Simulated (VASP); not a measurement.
A run of VASP 6.6.1 is set up as follows.

Contents of INCAR:

```
SYSTEM = Nb
PREC     = Accurate       ! precision mode
ENCUT    = 520            ! plane-wave cutoff, eV
EDIFF    = 1E-6           ! SCF threshold, eV
ISMEAR   = -1             ! smearing method
SIGMA    = 0.05           ! smearing width, eV
LREAL    = .False.        ! projectors in reciprocal space
LASPH    = .True.         ! aspherical terms in the spheres
NELM     = 100            ! most SCF steps
ALGO     = Normal         ! electronic algorithm
ISIF     = 2              ! what is computed and relaxed
LWAVE    = .False.        ! write WAVECAR
LCHARG   = .False.        ! write CHGCAR
GGA      = CA             ! functional
NBANDS   = 12             ! bands
```

The input KPOINTS:

```
Automatic mesh
0
Gamma
  18 18 18
  0 0 0
```

File POSCAR:

```
Nb
1.0
    0.0000000000      1.8201234221      1.8201234221
    1.8201234221      0.0000000000      1.8201234221
    1.8201234221      1.8201234221      0.0000000000
Nb
1
Direct
    0.0000000000      0.0000000000      0.0000000000
```

Potentials or basis: VASP PAW LDA potentials, release 64 (Nb_sv).

Launch:

```console
$ cat potpaw_LDA.64/Nb_sv/POTCAR > POTCAR
$ mpirun -np 1 vasp_std > vasp.out
```

(1) Predict the pressure.

Results:

(1) 134.7 GPa.
